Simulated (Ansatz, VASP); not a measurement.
## Two plane-wave programs on Si2H10O

```xyz
39
Lattice="8.6267 0.0000 0.0000 0.0000 8.6267 0.0000 0.0000 0.0000 8.6267" Properties=species:S:1:pos:R:3 pbc="T T T"
O     7.0363    5.2762    0.7057
O     5.8950    2.1921    2.1958
O     7.9266    5.7681    4.8946
H     7.9024    5.4653    1.0960
H     7.2380    4.6928   -0.0407
H     6.4306    2.4801    2.9497
H     6.5106    1.6761    1.6546
H     7.7379    5.7754    3.9446
H     7.1439    5.3526    5.2857
H     5.4195    4.1017    5.5470
H     4.3829    3.8255    7.7179
H     4.2979    5.9717    6.5999
H     3.0062    4.1098    5.7463
H     4.8529    1.8847    4.5578
H     2.8142    0.5954    4.7706
H     2.9408    2.4044    3.1659
H     4.1916    0.3649    2.7924
H     2.3733    9.1907    1.2512
H     4.4082    7.9900    0.7207
H     2.3949    7.5871   -0.5631
H     3.5757    9.6889   -0.7908
H     1.5058    2.6490    7.1578
H    -0.7288    2.2421    7.9973
H    -0.4132    3.0490    5.7361
H     0.2157    0.7825    6.3117
H     9.2846    8.8775    8.5720
H     7.9381    7.1930    9.6733
H     7.3186    7.9895    7.4720
H     9.2827    6.6003    7.7486
H     3.2007    5.1140    0.7916
H     2.1558    3.1772    1.8019
H     0.9163    5.2460    1.5840
H     1.4415    3.9361   -0.3838
Si    4.2766    4.5022    6.4028
Si    3.6999    1.3123    3.8217
Si    3.1880    8.6142    0.1545
Si    0.1449    2.1806    6.8007
Si    8.4560    7.6651    8.3665
Si    1.9286    4.3683    0.9484
```

Alike in both runs: task relaxation of the atoms; functional PBEsol; k mesh 1 × 1 × 1; occupations fermi-dirac, width 0.05 eV; no spin polarisation.

|  | VASP | Ansatz |
| --- | --- | --- |
| version | VASP 6.6.1 | Ansatz 0.2.0 |
| potentials or method | VASP PAW PBE potentials, release 64 (O, H, Si), cutoff 520 eV | scalar-relativistic, plane waves, PAW |
| valence electrons in the cell | 72 | 72 |

VASP gave:

```
gap on the k mesh at the Fermi level, each at its own relaxed structure (eV) : 5.05
```

**Question.** Which values does Ansatz return?

**Answer.** gap on the k mesh at the Fermi level, each at its own relaxed structure (eV): 5.04.

VASP's potentials were made for PBE, not for PBEsol. Ansatz's warnings: xc potential rough in thin density.
